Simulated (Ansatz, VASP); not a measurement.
**Ru in VASP and in Ansatz**

```
Ru
1.0
     2.70580    0.00000    0.00000
    -1.35290    2.34329    0.00000
     0.00000    0.00000    4.11062
Ru
2
Cartesian
  1.3529 0.7811 3.0830
  0.0000 1.5622 1.0277
```

Change from the starting cell: strain_z = -0.04.

Alike in both runs: task single point; functional PBEsol; k mesh 11 × 11 × 6; occupations fermi-dirac, width 0.05 eV; no spin polarisation.

|  | VASP | Ansatz |
| --- | --- | --- |
| version | VASP 6.6.1 | Ansatz 0.2.0 |
| potentials or method | VASP PAW PBE potentials, release 64 (Ru_pv), cutoff 500 eV | all-electron LAPW, scalar-relativistic |

Ansatz gave:

| Quantity | Value |
| --- | --- |
| gap on the k mesh at the Fermi level (eV) | none |
| pressure (GPa) | 9.4 |
| traceless stress, the component that is largest in VASP (GPa) | 14.21 |

**Question.** Estimate VASP's values.

**Answer.** gap on the k mesh at the Fermi level (eV): none; pressure (GPa): 9.4; traceless stress, the component that is largest in VASP (GPa): 14.23.

VASP's potentials were made for PBE, not for PBEsol. A gap of «none» marks a metal or a gap that the smearing closes. Ansatz ran all-electron here, and VASP with PAW potentials.
